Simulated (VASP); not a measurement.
# GaP (I-4m2) in VASP: further runs

Runs on GaP. Level: PBE. Tasks: single point.

All numbers are computed with VASP 6.6.1; they aren't measurements. Logs are shortened: lines on timing, memory, paths and dates and some standing lists are left out, and cuts for length are marked.

## 1. The cell of the first run

The structure is tetragonal, space group I-4m2 (No. 119). Conventional cell: a = 3.893 Å, b = 3.893 Å, c = 5.643 Å, α = 90.00°, β = 90.00°, γ = 90.00°. Within 3.2 Å of Ga (site symmetry -4m2) lie 4 P at 2.40 Å. Within 3.2 Å of P (site symmetry -4m2) lie 4 Ga at 2.40 Å.

## 2. Single point, PBE (strain +0.000 along x and y, +0.025 along z)

INCAR

```
SYSTEM = GaP
PREC = Accurate ; ENCUT = 520
EDIFF = 1E-6 ; ISMEAR = 0
SIGMA = 0.05 ; LREAL = .FALSE.
LASPH = .TRUE. ; NELM = 60
ALGO = Normal ; ISIF = 2
LWAVE = .FALSE. ; LCHARG = .TRUE.
GGA = PE ; LELF = .TRUE.
LVHAR = .TRUE. ; NBANDS = 16
```

KPOINTS

```
Automatic mesh
0
G
  8 8 8
  0 0 0
```

POSCAR

```
GaP
1.0
    0.0000000000      2.7525368124      2.8213502327
    2.7525368124      0.0000000000      2.8213502327
    2.7525368124      2.7525368124      0.0000000000
Ga P
1 1
Direct
    0.0000000000      0.0000000000      0.0000000000
    0.7500000000      0.7500000000      0.7500000000
```

Potentials or basis: VASP PAW PBE potentials, release 64 (Ga_d, P).

Started as:

```
cat potpaw_PBE.64/Ga_d/POTCAR potpaw_PBE.64/P/POTCAR > POTCAR
mpirun -np 1 vasp_std > vasp.out
```

OUTCAR:

```text
SYSTEM = GaP
   PREC = Accurate
   ENCUT = 520
   EDIFF = 1E-6
   ISMEAR = 0
   LREAL = .FALSE.
   LASPH = .TRUE.
   NELM = 60
   ISIF = 2
   GGA = PE

 ion  position               nearest neighbor table
   1  0.000  0.000  0.000-   2 2.40   2 2.40   2 2.40   2 2.40
   2  0.750  0.750  0.750-   1 2.40   1 2.40   1 2.40   1 2.40

  LATTYP: Found a body centered tetragonal cell.
 ALAT       =     3.8926748910
 C/A-ratio  =     1.4495689014

  Lattice vectors:

 A1 = (  -2.7525368124,   0.0000000000,   2.8213502327)
 A2 = (   2.7525368124,   0.0000000000,   2.8213502327)
 A3 = (   0.0000000000,   2.7525368124,  -2.8213502327)

Analysis of symmetry for initial positions (statically):
=====================================================================
 Subroutine PRICEL returns:
 Original cell was already a primitive cell.

 Routine SETGRP: Setting up the symmetry group for a
 body centered tetragonal supercell.

 Subroutine GETGRP returns: Found  8 space group operations
 (whereof  8 operations were pure point group operations)
 out of a pool of 16 trial point group operations.

The static configuration has the point symmetry D_2d.

Analysis of symmetry for dynamics (positions and initial velocities):
=====================================================================
 Subroutine PRICEL returns:
 Original cell was already a primitive cell.

 Routine SETGRP: Setting up the symmetry group for a
 body centered tetragonal supercell.

 Subroutine GETGRP returns: Found  8 space group operations
 (whereof  8 operations were pure point group operations)
 out of a pool of 16 trial point group operations.

The dynamic configuration has the point symmetry D_2d.

 Subroutine INISYM returns: Found  8 space group operations
 (whereof  8 operations are pure point group operations),
 and found     1 'primitive' translations

----------------------------------------------------------------------------------------

                                     Primitive cell

  volume of cell :      42.7517

  direct lattice vectors                    reciprocal lattice vectors
     0.000000000  2.752536812  2.821350233    -0.181650613  0.181650613  0.177220111
     2.752536812  0.000000000  2.821350233     0.181650613 -0.181650613  0.177220111
     2.752536812  2.752536812  0.000000000     0.181650613  0.181650613 -0.177220111

  length of vectors
     3.941633676  3.941633676  3.892674891     0.312091106  0.312091106  0.312091106

  position of ions in fractional coordinates (direct lattice)
     0.000000000  0.000000000  0.000000000
     0.750000000  0.750000000  0.750000000

  ion indices of the primitive-cell ions
   primitive index   ion index
                 1           1
                 2           2

----------------------------------------------------------------------------------------

 KPOINTS: Automatic mesh

Automatic generation of k-mesh.
 Grid dimensions read from file:
 generate k-points for:    8    8    8

 Generating k-lattice:

  Cartesian coordinates                     Fractional coordinates (reciprocal lattice)
    -0.022706327  0.022706327  0.022152514     0.125000000 -0.000000000  0.000000000
     0.022706327 -0.022706327  0.022152514    -0.000000000  0.125000000  0.000000000
     0.022706327  0.022706327 -0.022152514     0.000000000  0.000000000  0.125000000

  Length of vectors
     0.039011388  0.039011388  0.039011388

  Shift w.r.t. Gamma in fractional coordinates (k-lattice)
     0.000000000  0.000000000  0.000000000

 Subroutine IBZKPT returns following result:
 ===========================================

 Found     59 irreducible k-points:

 Following reciprocal coordinates:
            Coordinates               Weight
  0.000000  0.000000  0.000000      1.000000
  0.125000  0.000000  0.000000      8.000000
  0.250000  0.000000  0.000000      8.000000
  0.375000  0.000000  0.000000      8.000000
  0.500000  0.000000  0.000000      4.000000
  0.125000  0.125000  0.000000      2.000000
[... 16 lines left out ...]
  0.250000  0.000000  0.125000     16.000000
  0.375000  0.000000  0.125000     16.000000
 [... further k-points ...]
   k-points           NKPTS =     59   k-points in BZ     NKDIM =     59   number of bands    NBANDS=     16
   number of dos      NEDOS =    301   number of ions     NIONS =      2
   total plane-waves  NPLWV =  27000
   dimension x,y,z NGX =    30 NGY =   30 NGZ =   30
   dimension x,y,z NGXF=    60 NGYF=   60 NGZF=   60
   ions per type =               1   1
   NGX,Y,Z   is equivalent  to a cutoff of  12.65, 12.65, 12.81 a.u.
   NGXF,Y,Z  is equivalent  to a cutoff of  25.31, 25.31, 25.62 a.u.
 SYSTEM =  GaP
   PREC   = accura    normal or accurate (medium, high low for compatibility)
   ISTART =      0    job   : 0-new  1-cont  2-samecut
   ICHARG =      2    charge: 1-file 2-atom 10-const
   ISPIN  =      1    spin polarized calculation?
   LNONCOLLINEAR =      F non collinear calculations
   LSORBIT =      F    spin-orbit coupling
   LASPH  =      T    aspherical Exc in radial PAW
   ENCUT  =  520.0 eV  38.22 Ry    6.18 a.u.   7.33  7.33  7.24*2*pi/ulx,y,z
   NELM   =     60;   NELMIN=  2; NELMDL= -5     # of ELM steps
   EDIFF  = 0.1E-05   stopping-criterion for ELM
   LREAL  =      F    real-space projection
   EDIFFG = 0.1E-04   stopping-criterion for IOM
   NSW    =      0    number of steps for IOM
   IBRION =     -1    ionic relax: 0-MD 1-quasi-New 2-CG
   NFREE  =      0    steps in history (QN), initial steepest desc. (CG)
   ISIF   =      2    stress and relaxation
   ISYM   =      2    0-nonsym 1-usesym 2-fastsym
   POTIM  = 0.5000    time-step for ionic-motion
   TEBEG  =    0.0;   TEEND  =   0.0 temperature during run
   PSTRESS=    0.0 pullay stress
   NELECT =      18.0000    total number of electrons
   NUPDOWN=      -1.0000    fix difference up-down
   EMIN   =  10.00;   EMAX   =-10.00  energy-range for DOS
   EFERMI =   0.00;   METHOD = LEGACY
   ISMEAR =     0;   SIGMA  =   0.05  broadening in eV -4-tet -1-fermi 0-gaus
   EFERMI_NEDOS =   21; number of points for ismear=-14 and -15
   IALGO  =     38    algorithm
   IMIX   =      4    mixing-type and parameters
     AMIX     =   0.40;   BMIX     =  1.00
     AMIX_MAG =   1.60;   BMIX_MAG =  1.00
  volume/ion in A,a.u.               =      21.38       144.25
  Fermi-wavevector in a.u.,A,eV,Ry     =   1.227009  2.318712 20.484281  1.505552
  Thomas-Fermi vector in A             =   2.361989
   LORBIT       =      0    0 simple, 1 ext, 2 COOP (PROOUT), +10 PAW based schemes
   GGA     = PE    functional components
   LHFCALC =     F    Hartree Fock is set to
   AEXX    =    0.0000 exact exchange contribution
   IVDW    =     0    specifies the selected vdW correction
   LEPSILON=     F    determine dielectric tensor
   LRPA    =     F    only Hartree local field effects (RPA)
 non-spin polarized calculation
 Gauss-broadening in eV      SIGMA  =   0.05
  energy-cutoff  :      520.00
  volume of cell :       42.75
 maximum number of plane-waves:      1179
 NGX is ok and might be reduce to    30
   NGX = 15   NGY = 15   NGZ = 15

 number of electron      18.0000010 magnetization

 Free energy of the ion-electron system (eV)
  ---------------------------------------------------
  ext. energy  EPLUGINS =         0.00000000
  ---------------------------------------------------
  free energy    TOTEN  =        -9.11586207 eV

  energy without entropy =       -9.11586207  energy(sigma->0) =       -9.11586207

 E-fermi :   4.4224     XC(G=0):  -9.5872

 val. band max:        4.1575005192   @ k =   0.0000   0.0000   0.0000
 cond. band min:       5.4859445901   @ k =   0.0000   0.0000   0.0000
 fundamental gap:      1.3284440709
 Fermi energy:         4.4223894308

 k-point     1 :       0.0000    0.0000    0.0000
  band No.  band energies     occupation
      1     -10.3637      2.00000
      2     -10.3561      2.00000
      3     -10.3561      2.00000
      4     -10.2771      2.00000
      5     -10.2726      2.00000
      6      -7.9820      2.00000
[... 8 lines left out ...]
     15      13.6007      0.00000
     16      14.0388      0.00000

 k-point     2 :       0.1250    0.0000    0.0000
  band No.  band energies     occupation
      1     -10.3699      2.00000
      2     -10.3564      2.00000
      3     -10.3523      2.00000
      4     -10.2773      2.00000
      5     -10.2723      2.00000
      6      -7.7940      2.00000
[... 8 lines left out ...]
     15      13.3954      0.00000
     16      13.5707      0.00000

 k-point     3 :       0.2500    0.0000    0.0000
  band No.  band energies     occupation
      1     -10.3929      2.00000
      2     -10.3486      2.00000
      3     -10.3441      2.00000
      4     -10.2767      2.00000
      5     -10.2706      2.00000
      6      -7.2616      2.00000
[... 8 lines left out ...]
     15      13.1084      0.00000
     16      13.9179      0.00000

 k-point     4 :       0.3750    0.0000    0.0000
  band No.  band energies     occupation
      1     -10.4148      2.00000
      2     -10.3422      2.00000
      3     -10.3378      2.00000
      4     -10.2742      2.00000
      5     -10.2670      2.00000
      6      -6.5275      2.00000
[... 8 lines left out ...]
     15      14.1254      0.00000
     16      14.2577      0.00000
[... 324 lines left out ...]
 k-point    22 :       0.1250    0.0000    0.1250
  band No.  band energies     occupation
      1     -10.3741      2.00000
      2     -10.3555      2.00000
      3     -10.3489      2.00000
      4     -10.2799      2.00000
      5     -10.2704      2.00000
      6      -7.7277      2.00000
[... 8 lines left out ...]
     15      13.8588      0.00000
     16      14.0154      0.00000

 k-point    23 :       0.2500    0.0000    0.1250
  band No.  band energies     occupation
      1     -10.3940      2.00000
      2     -10.3465      2.00000
      3     -10.3412      2.00000
      4     -10.2825      2.00000
      5     -10.2677      2.00000
      6      -7.3051      2.00000
[... 8 lines left out ...]
     15      13.9727      0.00000
     16      15.0153      0.00000

 k-point    24 :       0.3750    0.0000    0.1250
  band No.  band energies     occupation
      1     -10.4139      2.00000
      2     -10.3392      2.00000
      3     -10.3348      2.00000
      4     -10.2814      2.00000
      5     -10.2650      2.00000
      6      -6.6188      2.00000
[... 8 lines left out ...]
     15      14.6855      0.00000
     16      14.9708      0.00000

 [... further k-points ...]
[... 5 lines left out ...]
  --------------------------------------------------------------------------------------
  -------------------------------------------------------------------------------------
  Total       -0.3199712     -0.3199712     -0.8177146      0.0000000      0.0000000     -0.0000000
  in kB      -11.9913545    -11.9913545    -30.6449600      0.0000000      0.0000000     -0.0000000
  external PRESSURE =     -18.2092230 kB  Pullay stress =       0.0000000 kB

 VOLUME and BASIS-vectors are now :
 -----------------------------------------------------------------------------
  energy-cutoff  :      520.00
  volume of cell :       42.75
      direct lattice vectors                 reciprocal lattice vectors
     0.000000000  2.752536812  2.821350233    -0.181650613  0.181650613  0.177220111
     2.752536812  0.000000000  2.821350233     0.181650613 -0.181650613  0.177220111
     2.752536812  2.752536812  0.000000000     0.181650613  0.181650613 -0.177220111

 POSITION                                       TOTAL-FORCE (eV/Angst)
 -----------------------------------------------------------------------------------
      0.00000      0.00000      0.00000         0.000000      0.000000     -0.000000
      4.12881      4.12881      4.23203        -0.000000     -0.000000      0.000000
 -----------------------------------------------------------------------------------
    total drift:                               -0.000002     -0.000002     -0.000003

  FREE ENERGIE OF THE ION-ELECTRON SYSTEM (eV)
  ---------------------------------------------------
  free  energy   TOTEN  =        -9.1158620677 eV

  energy  without entropy=       -9.1158620677  energy(sigma->0) =       -9.11586207
```

It took 52 s on 1 thread of AMD EPYC 7R43 (Zen 3), shared host; peak memory 0.15 GiB.

Results:

```
Free energy            : -9.1159 eV
Pressure               : -1.8 GPa
Band gap on the k mesh : 1.33 eV, direct
```

Caveat: the cell differs from its parent crystal (strain +0.000 along x and y, +0.025 along z).

## 3. Single point, PBE (strain +0.000 along x and y, +0.050 along z)

INCAR

```
PREC = Accurate
ENCUT = 520
EDIFF = 1E-6
ISMEAR = 0
SIGMA = 0.05
LREAL = F
LASPH = T
NELM = 80
ALGO = Normal
ISIF = 2
LWAVE = F
LCHARG = F
GGA = PE
NBANDS = 16
```

KPOINTS

```
Automatic mesh
0
Gamma
  8 8 8
```

POSCAR

```
GaP
1.0
    0.0000000000      2.7525368124      2.8901636530
    2.7525368124      0.0000000000      2.8901636530
    2.7525368124      2.7525368124      0.0000000000
Ga P
1 1
Direct
    0.0000000000      0.0000000000      0.0000000000
    0.7500000000      0.7500000000      0.7500000000
```

Potentials or basis: VASP PAW PBE potentials, release 64 (Ga_d, P).

Started as:

```
cat potpaw_PBE.64/Ga_d/POTCAR potpaw_PBE.64/P/POTCAR > POTCAR
mpirun -np 1 vasp_std > vasp.out
```

OUTCAR:

```text
PREC = Accurate
   ENCUT = 520
   EDIFF = 1E-6
   ISMEAR = 0
   LREAL = F
   LASPH = T
   NELM = 80
   ISIF = 2
   GGA = PE

 ion  position               nearest neighbor table
   1  0.000  0.000  0.000-   2 2.42   2 2.42   2 2.42   2 2.42
   2  0.750  0.750  0.750-   1 2.42   1 2.42   1 2.42   1 2.42

  LATTYP: Found a body centered tetragonal cell.
 ALAT       =     3.8926748910
 C/A-ratio  =     1.4849242405

  Lattice vectors:

[... 641 lines left out ...]

 [... further k-points ...]

------------------------ aborting loop because EDIFF is reached ----------------------------------------

  FORCE on cell =-STRESS in cart. coord.  units (eV):
  Direction    XX          YY          ZZ          XY          YZ          ZX
  --------------------------------------------------------------------------------------
  -------------------------------------------------------------------------------------
  Total       -0.5837714     -0.5837714     -1.6161609      0.0000000      0.0000000      0.0000000
  in kB      -21.3567270    -21.3567270    -59.1257251      0.0000000      0.0000000      0.0000000
  external PRESSURE =     -33.9463930 kB  Pullay stress =       0.0000000 kB

 VOLUME and BASIS-vectors are now :
 -----------------------------------------------------------------------------
  energy-cutoff  :      520.00
  volume of cell :       43.79
      direct lattice vectors                 reciprocal lattice vectors
     0.000000000  2.752536812  2.890163653    -0.181650613  0.181650613  0.173000584
     2.752536812  0.000000000  2.890163653     0.181650613 -0.181650613  0.173000584
     2.752536812  2.752536812  0.000000000     0.181650613  0.181650613 -0.173000584

 POSITION                                       TOTAL-FORCE (eV/Angst)
 -----------------------------------------------------------------------------------
      0.00000      0.00000      0.00000        -0.000000     -0.000000     -0.000000
      4.12881      4.12881      4.33525         0.000000      0.000000      0.000000
 -----------------------------------------------------------------------------------
    total drift:                               -0.000002     -0.000002     -0.000002

  FREE ENERGIE OF THE ION-ELECTRON SYSTEM (eV)
  ---------------------------------------------------
  free  energy   TOTEN  =        -9.0869983784 eV

  energy  without entropy=       -9.0869983784  energy(sigma->0) =       -9.08699838
```

OSZICAR:

```text
N       E                     dE             d eps       ncg     rms          rms(c)
DAV:   1     0.809371449371E+02    0.80937E+02   -0.89561E+03  1968   0.156E+03
DAV:   2    -0.310185852520E+01   -0.84039E+02   -0.80417E+02  2152   0.304E+02
DAV:   3    -0.923437804044E+01   -0.61325E+01   -0.61106E+01  2456   0.650E+01
DAV:   4    -0.933449298528E+01   -0.10011E+00   -0.10009E+00  2248   0.908E+00
DAV:   5    -0.933658121245E+01   -0.20882E-02   -0.20879E-02  2496   0.112E+00    0.389E+00
DAV:   6    -0.910730840216E+01    0.22927E+00   -0.37857E-01  2904   0.960E+00    0.253E+00
DAV:   7    -0.908606195292E+01    0.21246E-01   -0.81961E-02  2520   0.182E+00    0.105E+00
DAV:   8    -0.908642750728E+01   -0.36555E-03   -0.12134E-02  2264   0.129E+00    0.142E-01
DAV:   9    -0.908683737743E+01   -0.40987E-03   -0.12726E-03  2408   0.511E-01    0.857E-02
DAV:  10    -0.908692015744E+01   -0.82780E-04   -0.11001E-04  2712   0.978E-02    0.446E-02
DAV:  11    -0.908699883374E+01   -0.78676E-04   -0.11117E-04  2304   0.879E-02    0.543E-03
DAV:  12    -0.908699837841E+01    0.45533E-06   -0.34148E-06  2296   0.223E-02
   1 F= -.90869984E+01 E0= -.90869984E+01  d E =-.271259E-16
```

stdout:

```text
POSCAR found type information on POSCAR GaP
 POSCAR found :  2 types and       2 ions
 scaLAPACK will be used
 LDA part: xc-table for (Slater+PW92), standard interpolation
 POSCAR, INCAR and KPOINTS ok, starting setup
 FFT: planning ... GRIDC
 FFT: planning ... GRID_SOFT
 FFT: planning ... GRID
 WAVECAR not read
 entering main loop
```

It took 49 s on 1 thread of AMD EPYC 7R43 (Zen 3), shared host; peak memory 0.15 GiB.

What came out:

```yaml
Free_energy: -9.0870 eV
Pressure: -3.4 GPa
Band_gap_on_the_k_mesh: 1.07 eV, direct
```

Stress tensor (GPa, compression positive):
```
-2.14  0.00  0.00
 0.00 -2.14  0.00
 0.00  0.00 -5.91
```

Levels at points of the mesh, in eV from the valence-band top:
| k point | band 7 | band 8 | band 9 | band 10 | band 11 | band 12 |
| --- | --- | --- | --- | --- | --- | --- |
| (0.00, 0.00, 0.00) | -0.28 | 0.00 | 0.00 | 1.07 | 3.78 | 3.78 |
| (0.50, 0.00, 0.00) | -6.30 | -1.29 | -0.91 | 1.30 | 4.53 | 4.81 |
| (0.50, 0.50, 0.00) | -6.68 | -2.30 | -2.30 | 1.93 | 2.08 | 9.91 |
| (0.50, 0.00, 0.50) | -6.39 | -2.62 | -2.59 | 1.62 | 1.64 | 9.75 |

Caveat: the cell differs from its parent crystal (strain +0.000 along x and y, +0.050 along z).

## 4. Single point, PBE (strain +0.025 along x and y, +0.000 along z)

INCAR

```
SYSTEM = GaP
PREC = Accurate
ENCUT = 520
EDIFF = 1E-7
ISMEAR = 0
SIGMA = 0.05
LREAL = .False.
LASPH = .True.
NELM = 80
ALGO = Normal
ISIF = 2
LWAVE = .False.
LCHARG = .False.
GGA = PE
NBANDS = 16
```

KPOINTS

```
Automatic mesh
0
Gamma
  8 8 8
  0 0 0
```

POSCAR

```
GaP
1.0
    0.0000000000      2.8213502327      2.7525368124
    2.8213502327      0.0000000000      2.7525368124
    2.8213502327      2.8213502327      0.0000000000
Ga P
1 1
Direct
    0.0000000000      0.0000000000      0.0000000000
    0.7500000000      0.7500000000      0.7500000000
```

Started as:

```
cat potpaw_PBE.64/Ga_d/POTCAR potpaw_PBE.64/P/POTCAR > POTCAR
mpirun -np 1 vasp_std > vasp.out
```

Wall time 72 s (1 thread of AMD EPYC 7R43 (Zen 3), shared host); peak memory 0.15 GiB.

It converged, with:

```yaml
Free_energy: -9.0989 eV
Pressure: -3.4 GPa
Band_gap_on_the_k_mesh: 1.09 eV, direct
```

Stress tensor (GPa, compression positive):
```
-3.92  0.00  0.00
 0.00 -3.92  0.00
 0.00  0.00 -2.22
```

Levels at points of the mesh, in eV from the valence-band top:
| k point | band 5 | band 6 | band 7 | band 8 | band 9 | band 10 | band 11 | band 12 | band 13 | band 14 |
| --- | --- | --- | --- | --- | --- | --- | --- | --- | --- | --- |
| (0.00, 0.00, 0.00) | -14.44 | -12.01 | -0.12 | -0.12 | 0.00 | 1.09 | 3.78 | 3.84 | 3.84 | 8.39 |
| (0.50, 0.00, 0.00) | -14.44 | -10.19 | -6.29 | -1.18 | -1.00 | 1.34 | 4.56 | 4.74 | 8.03 | 10.25 |
| (0.50, 0.50, 0.00) | -14.43 | -9.33 | -6.38 | -2.60 | -2.60 | 1.63 | 1.64 | 9.91 | 9.91 | 10.55 |
| (0.50, 0.00, 0.50) | -14.43 | -9.43 | -6.53 | -2.45 | -2.44 | 1.78 | 1.87 | 9.87 | 9.90 | 10.33 |

Caveat: the cell differs from its parent crystal (strain +0.025 along x and y, +0.000 along z). A k mesh can miss the band edges.

## 5. Summary

```csv
cell,gap on the mesh (eV),pressure (GPa)
"a = 3.942, b = 3.942, c = 3.893 Å, angles 60.4, 60.4, 59.2°, 2 atoms",1.33,-1.8
"a = 3.991, b = 3.991, c = 3.893 Å, angles 60.8, 60.8, 58.4°, 2 atoms",1.07,-3.4
"a = 3.942, b = 3.942, c = 3.990 Å, angles 59.6, 59.6, 60.8°, 2 atoms",1.09,-3.4
```

Alike in all rows: task single point; level PBE; potentials or basis VASP PAW PBE potentials, release 64 (Ga_d, P); no spin polarisation; k mesh 8 × 8 × 8; cutoff (eV) 520; smearing gaussian 0.05 eV.

Total energies depend on the potentials used, so only differences within one code and one set of settings carry meaning.
